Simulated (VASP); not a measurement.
Here is a VASP 6.6.1 calculation.

File POSCAR:

```
Li3SF
1.0
    4.3896245058      0.0000000000      0.0000000000
    0.0000000000      4.3896245058      0.0000000000
    0.0000000000      0.0000000000      4.3896245058
F S Li
1 1 3
Direct
    0.0000000000      0.0000000000      0.0000000000
    0.5000000000      0.5000000000      0.5000000000
    0.5000000000      0.5000000000      0.0000000000
    0.5000000000      0.0000000000      0.5000000000
    0.0000000000      0.5000000000      0.5000000000
```

INCAR.step1

```
SYSTEM = Li3SF
PREC = Accurate
ENCUT = 520
ISMEAR = 0
SIGMA = 0.01
LREAL = .FALSE.
LASPH = .TRUE.
NELM = 80
NBANDS = 19
GGA = PE
ALGO = Normal
EDIFF = 1E-4
LWAVE = .TRUE.
LCHARG = .FALSE.
```

Contents of INCAR.step2:

```
SYSTEM = Li3SF
PREC = Accurate
ENCUT = 520
EDIFF = 1E-6
ISMEAR = 0
SIGMA = 0.01
LREAL = .FALSE.
LASPH = .TRUE.
NELM = 80
ALGO = Normal
ISIF = 2
LWAVE = .FALSE.
LCHARG = .TRUE.
METAGGA = R2SCAN
LMIXTAU = .TRUE.
LELF = .TRUE.
LVHAR = .TRUE.
NBANDS = 19
ISTART = 1
```

KPOINTS

```
Automatic mesh
0
G
  6 6 6
  0 0 0
```

Potentials or basis: VASP PAW PBE potentials, release 64 (F, S, Li_sv).

Command:

```bash
$ cat potpaw_PBE.64/F/POTCAR potpaw_PBE.64/S/POTCAR potpaw_PBE.64/Li_sv/POTCAR > POTCAR
$ cp INCAR.step1 INCAR
$ mpirun -np 1 vasp_std > vasp.out
$ cp INCAR.step2 INCAR
$ mpirun -np 1 vasp_std > vasp.out
```

Task: Predict the band gap on the k mesh.

Result: 4.76 eV, direct.

 A k mesh can miss the band edges.
